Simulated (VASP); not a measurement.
# Ti (P6/mmm) in VASP: a series of runs

Runs on Ti. Level: PBEsol. Tasks: single point.

Program: VASP 6.6.1. These are calculated values, not measurements. Logs are shortened: lines on timing, memory, paths and dates and some standing lists are left out, and cuts for length are marked.

### Step 1. The cell of the first run

It takes space group P6/mmm (No. 191, hexagonal). The conventional cell has a = 4.407 Å, b = 4.407 Å, c = 2.658 Å, α = 90.00°, β = 90.00°, γ = 120.00°. Within 3.5 Å of Ti (site symmetry 6/mmm) lie 14 Ti at 2.66 to 2.87 Å. Ti (site symmetry -6m2) has 11 Ti at 2.54 to 2.87 Å within 3.4 Å.

### Step 2. Single point, PBEsol

File INCAR:

```
SYSTEM = Ti
  ALGO = Fast
  EDIFF = 1E-6
  ENCUT = 520
  GGA = PS
  ISIF = 2
  ISMEAR = 0
  LASPH = .TRUE.
  LCHARG = .FALSE.
  LREAL = .FALSE.
  LWAVE = .FALSE.
  NBANDS = 25
  NELM = 80
  PREC = Accurate
  SIGMA = 0.15
```

File KPOINTS:

```
k-points
0
G
  12 12 14
  0 0 0
```

File POSCAR:

```
Ti
1.0
    4.4066000000      0.0000000000      0.0000000000
   -2.2033000000      3.8162275443      0.0000000000
    0.0000000000      0.0000000000      2.6584000000
Ti
3
Direct
    0.0000000000      0.0000000000      0.0000000000
    0.3333333333      0.6666666667      0.5000000000
    0.6666666667      0.3333333333      0.5000000000
```

Potentials or basis: VASP PAW PBE potentials, release 64 (Ti_sv).

The run is started by

```
cat potpaw_PBE.64/Ti_sv/POTCAR > POTCAR
mpirun -np 1 vasp_std > vasp.out
```

OUTCAR:

```text
SYSTEM = Ti
   EDIFF = 1E-6
   ENCUT = 520
   GGA = PS
   ISIF = 2
   ISMEAR = 0
   LASPH = .TRUE.
   LREAL = .FALSE.
   NELM = 80
   PREC = Accurate

 ion  position               nearest neighbor table
   1  0.000  0.000  0.000-   2 2.87   3 2.87   2 2.87   3 2.87   2 2.87   2 2.87   3 2.87   3 2.87
                             3 2.87   3 2.87   2 2.87   2 2.87
   2  0.333  0.667  0.500-   3 2.54   3 2.54   3 2.54   1 2.87   1 2.87   1 2.87   1 2.87   1 2.87
                             1 2.87
   3  0.667  0.333  0.500-   2 2.54   2 2.54   2 2.54   1 2.87   1 2.87   1 2.87   1 2.87   1 2.87
                             1 2.87

  LATTYP: Found a hexagonal cell.
 ALAT       =     4.4066000000
 C/A-ratio  =     0.6032769028

  Lattice vectors:

 A1 = (   4.4066000000,   0.0000000000,   0.0000000000)
 A2 = (  -2.2033000000,   3.8162275443,   0.0000000000)
 A3 = (   0.0000000000,   0.0000000000,   2.6584000000)

Analysis of symmetry for initial positions (statically):
=====================================================================
 Subroutine PRICEL returns:
 Original cell was already a primitive cell.

 Routine SETGRP: Setting up the symmetry group for a
 hexagonal supercell.

 Subroutine GETGRP returns: Found 24 space group operations
 (whereof 24 operations were pure point group operations)
 out of a pool of 24 trial point group operations.

The static configuration has the point symmetry D_6h.

Analysis of symmetry for dynamics (positions and initial velocities):
=====================================================================
 Subroutine PRICEL returns:
 Original cell was already a primitive cell.

 Routine SETGRP: Setting up the symmetry group for a
 hexagonal supercell.

 Subroutine GETGRP returns: Found 24 space group operations
 (whereof 24 operations were pure point group operations)
 out of a pool of 24 trial point group operations.

The dynamic configuration has the point symmetry D_6h.

 Subroutine INISYM returns: Found 24 space group operations
 (whereof 24 operations are pure point group operations),
 and found     1 'primitive' translations

----------------------------------------------------------------------------------------

                                     Primitive cell

  volume of cell :      44.7052

  direct lattice vectors                    reciprocal lattice vectors
     4.406600000  0.000000000  0.000000000     0.226932329  0.131019441  0.000000000
    -2.203300000  3.816227544  0.000000000     0.000000000  0.262038882  0.000000000
     0.000000000  0.000000000  2.658400000     0.000000000  0.000000000  0.376166115

  length of vectors
     4.406600000  4.406600000  2.658400000     0.262038882  0.262038882  0.376166115

  position of ions in fractional coordinates (direct lattice)
     0.000000000  0.000000000  0.000000000
     0.333333333  0.666666667  0.500000000
     0.666666667  0.333333333  0.500000000

  ion indices of the primitive-cell ions
   primitive index   ion index
                 1           1
                 2           2
                 3           3

----------------------------------------------------------------------------------------

 KPOINTS: k-points

Automatic generation of k-mesh.
 Grid dimensions read from file:
 generate k-points for:   12   12   14

 Generating k-lattice:

  Cartesian coordinates                     Fractional coordinates (reciprocal lattice)
     0.018911027  0.010918287  0.000000000     0.083333333  0.000000000  0.000000000
     0.000000000  0.021836574  0.000000000     0.000000000  0.083333333  0.000000000
     0.000000000  0.000000000  0.026869008     0.000000000  0.000000000  0.071428571

  Length of vectors
     0.021836574  0.021836574  0.026869008

  Shift w.r.t. Gamma in fractional coordinates (k-lattice)
     0.000000000  0.000000000  0.000000000

 Subroutine IBZKPT returns following result:
 ===========================================

 Found    152 irreducible k-points:

 Following reciprocal coordinates:
            Coordinates               Weight
  0.000000  0.000000  0.000000      1.000000
  0.083333  0.000000  0.000000      6.000000
  0.166667  0.000000  0.000000      6.000000
  0.250000  0.000000  0.000000      6.000000
  0.333333  0.000000  0.000000      6.000000
  0.416667  0.000000  0.000000      6.000000
[... 16 lines left out ...]
  0.250000  0.000000  0.071429     12.000000
  0.333333  0.000000  0.071429     12.000000
 [... further k-points ...]
   k-points           NKPTS =    152   k-points in BZ     NKDIM =    152   number of bands    NBANDS=     25
   number of dos      NEDOS =    301   number of ions     NIONS =      3
   total plane-waves  NPLWV =  25920
   dimension x,y,z NGX =    36 NGY =   36 NGZ =   20
   dimension x,y,z NGXF=    72 NGYF=   72 NGZF=   40
   ions per type =               3
   NGX,Y,Z   is equivalent  to a cutoff of  13.58, 13.58, 12.51 a.u.
   NGXF,Y,Z  is equivalent  to a cutoff of  27.16, 27.16, 25.01 a.u.
 SYSTEM =  Ti
   PREC   = accura    normal or accurate (medium, high low for compatibility)
   ISTART =      0    job   : 0-new  1-cont  2-samecut
   ICHARG =      2    charge: 1-file 2-atom 10-const
   ISPIN  =      1    spin polarized calculation?
   LNONCOLLINEAR =      F non collinear calculations
   LSORBIT =      F    spin-orbit coupling
   LASPH  =      T    aspherical Exc in radial PAW
   ENCUT  =  520.0 eV  38.22 Ry    6.18 a.u.   8.19  8.19  4.94*2*pi/ulx,y,z
   NELM   =     80;   NELMIN=  2; NELMDL= -5     # of ELM steps
   EDIFF  = 0.1E-05   stopping-criterion for ELM
   LREAL  =      F    real-space projection
   EDIFFG = 0.1E-04   stopping-criterion for IOM
   NSW    =      0    number of steps for IOM
   IBRION =     -1    ionic relax: 0-MD 1-quasi-New 2-CG
   NFREE  =      0    steps in history (QN), initial steepest desc. (CG)
   ISIF   =      2    stress and relaxation
   ISYM   =      2    0-nonsym 1-usesym 2-fastsym
   POTIM  = 0.5000    time-step for ionic-motion
   TEBEG  =    0.0;   TEEND  =   0.0 temperature during run
   PSTRESS=    0.0 pullay stress
   NELECT =      36.0000    total number of electrons
   NUPDOWN=      -1.0000    fix difference up-down
   EMIN   =  10.00;   EMAX   =-10.00  energy-range for DOS
   EFERMI =   0.00;   METHOD = LEGACY
   ISMEAR =     0;   SIGMA  =   0.15  broadening in eV -4-tet -1-fermi 0-gaus
   EFERMI_NEDOS =   21; number of points for ismear=-14 and -15
   IALGO  =     68    algorithm
   IMIX   =      4    mixing-type and parameters
     AMIX     =   0.40;   BMIX     =  1.00
     AMIX_MAG =   1.60;   BMIX_MAG =  1.00
  volume/ion in A,a.u.               =      14.90       100.56
  Fermi-wavevector in a.u.,A,eV,Ry     =   1.523081  2.878205 31.562454  2.319775
  Thomas-Fermi vector in A             =   2.631573
   LORBIT       =      0    0 simple, 1 ext, 2 COOP (PROOUT), +10 PAW based schemes
   GGA     = PS    functional components
   LHFCALC =     F    Hartree Fock is set to
   AEXX    =    0.0000 exact exchange contribution
   IVDW    =     0    specifies the selected vdW correction
   LEPSILON=     F    determine dielectric tensor
   LRPA    =     F    only Hartree local field effects (RPA)
 non-spin polarized calculation
 RMM-DIIS sequential band-by-band and
 Gauss-broadening in eV      SIGMA  =   0.15
  energy-cutoff  :      520.00
  volume of cell :       44.71
 maximum number of plane-waves:      1228
 NGX is ok and might be reduce to    36
   NGX = 17   NGY = 17   NGZ =  9

 number of electron      35.9999991 magnetization

 Free energy of the ion-electron system (eV)
  ---------------------------------------------------
  ext. energy  EPLUGINS =         0.00000000
  ---------------------------------------------------
  free energy    TOTEN  =       -24.86564234 eV

  energy without entropy =      -24.83409588  energy(sigma->0) =      -24.84986911

 E-fermi :   9.7547     XC(G=0): -12.3891

 val. band max:        9.7524185822   @ k =   0.5000   0.0000   0.0714
 cond. band min:       9.7598658234   @ k =   0.2500   0.2500   0.0714
 fundamental gap:      0.0074472412
 Fermi energy:         9.7547014815

 k-point     1 :       0.0000    0.0000    0.0000
  band No.  band energies     occupation
      1     -46.5893      2.00000
      2     -46.3357      2.00000
      3     -46.1153      2.00000
      4     -23.0506      2.00000
      5     -23.0506      2.00000
      6     -23.0423      2.00000
[... 17 lines left out ...]
     24      12.0729      0.00000
     25      12.1413      0.00000

 k-point     2 :       0.0833    0.0000    0.0000
  band No.  band energies     occupation
      1     -46.5860      2.00000
      2     -46.3351      2.00000
      3     -46.1195      2.00000
      4     -23.1352      2.00000
      5     -23.1239      2.00000
      6     -22.9552      2.00000
[... 17 lines left out ...]
     24      11.8638      0.00000
     25      12.4041      0.00000

 k-point     3 :       0.1667    0.0000    0.0000
  band No.  band energies     occupation
      1     -46.5767      2.00000
      2     -46.3327      2.00000
      3     -46.1319      2.00000
      4     -23.2159      2.00000
      5     -23.1671      2.00000
      6     -22.8674      2.00000
[... 17 lines left out ...]
     24      11.7255      0.00000
     25      12.7136      0.00000

 k-point     4 :       0.2500    0.0000    0.0000
  band No.  band energies     occupation
      1     -46.5640      2.00000
      2     -46.3274      2.00000
      3     -46.1509      2.00000
      4     -23.2841      2.00000
      5     -23.1694      2.00000
      6     -22.7887      2.00000
[... 17 lines left out ...]
     24      11.7987      0.00000
     25      12.9531      0.00000

 k-point     5 :       0.3333    0.0000    0.0000
  band No.  band energies     occupation
      1     -46.5513      2.00000
      2     -46.3181      2.00000
      3     -46.1738      2.00000
      4     -23.3359      2.00000
      5     -23.1301      2.00000
      6     -22.7366      2.00000
[... 17 lines left out ...]
     24      12.1800      0.00000
     25      13.1857      0.00000

 k-point     6 :       0.4167    0.0000    0.0000
  band No.  band energies     occupation
      1     -46.5422      2.00000
      2     -46.3068      2.00000
      3     -46.1950      2.00000
      4     -23.3681      2.00000
      5     -23.0570      2.00000
      6     -22.8018      2.00000
[... 17 lines left out ...]
     24      12.6132      0.00000
     25      12.6214      0.00000
[... 393 lines left out ...]
 k-point    21 :       0.0833    0.0000    0.0714
  band No.  band energies     occupation
      1     -46.5785      2.00000
      2     -46.3313      2.00000
      3     -46.1142      2.00000
      4     -23.1258      2.00000
      5     -23.1149      2.00000
      6     -22.9497      2.00000
[... 17 lines left out ...]
     24      11.8409      0.00000
     25      12.4450      0.00000

 k-point    22 :       0.1667    0.0000    0.0714
  band No.  band energies     occupation
      1     -46.5695      2.00000
      2     -46.3286      2.00000
      3     -46.1265      2.00000
      4     -23.2051      2.00000
      5     -23.1576      2.00000
      6     -22.8640      2.00000
[... 17 lines left out ...]
     24      11.6885      0.00000
     25      12.7353      0.00000

 k-point    23 :       0.2500    0.0000    0.0714
  band No.  band energies     occupation
      1     -46.5573      2.00000
      2     -46.3228      2.00000
      3     -46.1455      2.00000
      4     -23.2722      2.00000
      5     -23.1606      2.00000
      6     -22.7876      2.00000
[... 17 lines left out ...]
     24      11.7845      0.00000
     25      13.0682      0.00000

 k-point    24 :       0.3333    0.0000    0.0714
  band No.  band energies     occupation
      1     -46.5451      2.00000
      2     -46.3131      2.00000
      3     -46.1684      2.00000
      4     -23.3231      2.00000
      5     -23.1232      2.00000
      6     -22.7415      2.00000
[... 17 lines left out ...]
     24      12.1621      0.00000
     25      12.9778      0.00000

 [... further k-points ...]
[... 5 lines left out ...]
  --------------------------------------------------------------------------------------
  -------------------------------------------------------------------------------------
  Total        3.2133659      3.2133659      5.2628884      0.0000000      0.0000000      0.0000000
  in kB      115.1628871    115.1628871    188.6151281      0.0000000      0.0000000      0.0000000
  external PRESSURE =     139.6469675 kB  Pullay stress =       0.0000000 kB

 VOLUME and BASIS-vectors are now :
 -----------------------------------------------------------------------------
  energy-cutoff  :      520.00
  volume of cell :       44.71
      direct lattice vectors                 reciprocal lattice vectors
     4.406600000  0.000000000  0.000000000     0.226932329  0.131019441  0.000000000
    -2.203300000  3.816227544  0.000000000     0.000000000  0.262038882  0.000000000
     0.000000000  0.000000000  2.658400000     0.000000000  0.000000000  0.376166115

 POSITION                                       TOTAL-FORCE (eV/Angst)
 -----------------------------------------------------------------------------------
      0.00000      0.00000      0.00000        -0.000000      0.000000      0.000000
     -0.00000      2.54415      1.32920         0.000000     -0.000000      0.000000
      2.20330      1.27208      1.32920        -0.000000      0.000000      0.000000
 -----------------------------------------------------------------------------------
    total drift:                                0.000000      0.000000     -0.000000

  FREE ENERGIE OF THE ION-ELECTRON SYSTEM (eV)
  ---------------------------------------------------
  free  energy   TOTEN  =       -24.8656423378 eV

  energy  without entropy=      -24.8340958758  energy(sigma->0) =      -24.84986911
```

Run time: 5.8 min. Hardware: 1 thread of Intel Xeon Platinum 8375C at 2.90GHz (Ice Lake), shared host; peak memory 0.26 GiB.

Results:

```
Free energy            : -24.8656 eV
Pressure               : 14.0 GPa
Band gap on the k mesh : zero (band 18 reaches 9.93 eV, above the bottom of band 19 at 9.64 eV)
```

Levels at points of the mesh, in eV from the Fermi level:
| k point | band 14 | band 15 | band 16 | band 17 | band 18 | band 19 | band 20 | band 21 | band 22 | band 23 |
| --- | --- | --- | --- | --- | --- | --- | --- | --- | --- | --- |
| (0.00, 0.00, 0.00) | -2.28 | -0.72 | -0.72 | -0.63 | -0.63 | -0.12 | 0.62 | 1.47 | 1.47 | 2.30 |
| (0.50, 0.00, 0.00) | -3.58 | -2.96 | -0.59 | -0.53 | -0.48 | -0.03 | 0.50 | 1.41 | 1.54 | 2.44 |
| (0.00, 0.00, 0.50) | -2.55 | -2.00 | -1.91 | -1.91 | -1.46 | 1.09 | 1.09 | 1.56 | 1.56 | 3.50 |
| (0.50, 0.00, 0.50) | -2.29 | -2.08 | -1.42 | -0.64 | -0.58 | 0.33 | 1.02 | 1.33 | 1.49 | 2.64 |

Caveat: the PAW data sets were made with another functional, which shifts forces and pressure a little.

### Step 3. Single point, PBEsol

This run uses another cell than the first one, of 15.02 Å³/atom, 1.008 times its volume.

File INCAR:

```
PREC = Accurate
ENCUT = 520
EDIFF = 1E-6
ISMEAR = 0
SIGMA = 0.15
LREAL = F
LASPH = T
NELM = 60
ALGO = Fast
ISIF = 2
LWAVE = F
LCHARG = F
GGA = PS
NBANDS = 25
```

File KPOINTS:

```
regular mesh
0
Gamma
  12 12 14
```

File POSCAR:

```
Ti
1.0
    4.5962000000      0.0000000000      0.0000000000
   -2.2981000000      3.9804259609      0.0000000000
    0.0000000000      0.0000000000      2.4625000000
Ti
3
Direct
    0.0000000000      0.0000000000      0.0000000000
    0.3333333333      0.6666666667      0.5000000000
    0.6666666667      0.3333333333      0.5000000000
```

Potentials or basis: VASP PAW PBE potentials, release 64 (Ti_sv).

The run is started by

```
cat potpaw_PBE.64/Ti_sv/POTCAR > POTCAR
mpirun -np 1 vasp_std > vasp.out
```

Run time: 6.7 min. Hardware: 1 thread of Intel Xeon Platinum 8375C at 2.90GHz (Ice Lake), shared host; peak memory 0.25 GiB.

Results (log left out):

| Quantity | Value |
| --- | --- |
| Free energy | -24.5943 eV |
| Pressure | 13.0 GPa |
| Band gap on the k mesh | zero (band 18 reaches 9.90 eV, above the bottom of band 19 at 8.88 eV) |

Stress tensor (GPa, compression positive):
```
10.60  0.00  0.00
 0.00 10.60  0.00
 0.00  0.00 17.70
```

Levels at points of the mesh, in eV from the Fermi level:
```tsv
k point	band 15	band 16	band 17	band 18	band 19	band 20	band 21	band 22
(0.00, 0.00, 0.00)	-0.86	-0.86	-0.83	-0.83	-0.72	-0.12	1.32	1.32
(0.50, 0.00, 0.00)	-2.91	-0.91	-0.83	-0.56	-0.23	-0.17	0.96	2.63
(0.00, 0.00, 0.50)	-1.82	-1.82	-1.29	-0.61	0.55	0.55	1.78	1.78
(0.50, 0.00, 0.50)	-2.18	-1.39	-0.63	0.06	0.24	1.46	1.48	1.95
```

Caveat: the PAW data sets were made with another functional, which shifts forces and pressure a little.

[end of part 1 of 2]
